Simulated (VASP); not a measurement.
Write the native input for VASP 6.6.1 that does the following.

```
Task                   : single point
Functional             : PBE
Potentials or basis    : VASP PAW PBE potentials, release 64 (Cu)
Cutoff                 : 520 eV
k mesh                 : 22 × 22 × 22
Occupations            : gaussian, width 0.15 eV
Spin                   : no spin polarisation
Dipole correction      : no
Further INCAR settings : ALGO = Normal; EDIFF = 1e-07; NBANDS = 12
```

The structure of Cu lies in POSCAR:

```
Cu
1.0
    0.0000000000      1.8075000000      1.7803875000
    1.8075000000      0.0000000000      1.7803875000
    1.8075000000      1.8075000000      0.0000000000
Cu
1
Direct
    0.0000000000      0.0000000000      0.0000000000
```

This cell differs from its parent crystal: strain +0.000 along x and y, -0.015 along z.

These files were run (other wordings do the same):

INCAR

```
SYSTEM = Cu
PREC = Accurate
ENCUT = 520
EDIFF = 1E-7
ISMEAR = 0
SIGMA = 0.15
LREAL = .False.
LASPH = .True.
NELM = 60
ALGO = Normal
ISIF = 2
LWAVE = .False.
LCHARG = .True.
GGA = PE
LELF = .True.
LVHAR = .True.
NBANDS = 12
```

KPOINTS

```
regular mesh
0
Gamma
  22 22 22
  0 0 0
```

Potentials or basis: VASP PAW PBE potentials, release 64 (Cu).

Launch:

```console
$ cat potpaw_PBE.64/Cu/POTCAR > POTCAR
$ mpirun -np 1 vasp_std > vasp.out
```

Results of the run:

| Property | Result |
| --- | --- |
| Pressure | 4.7 GPa |

Caveat: the cell differs from its parent crystal (strain +0.000 along x and y, -0.015 along z).

Wall time 64 s on 1 thread of Intel(R) Xeon(R) 6975P-C (Granite Rapids), with other jobs on the host, peak memory 0.22 GiB.
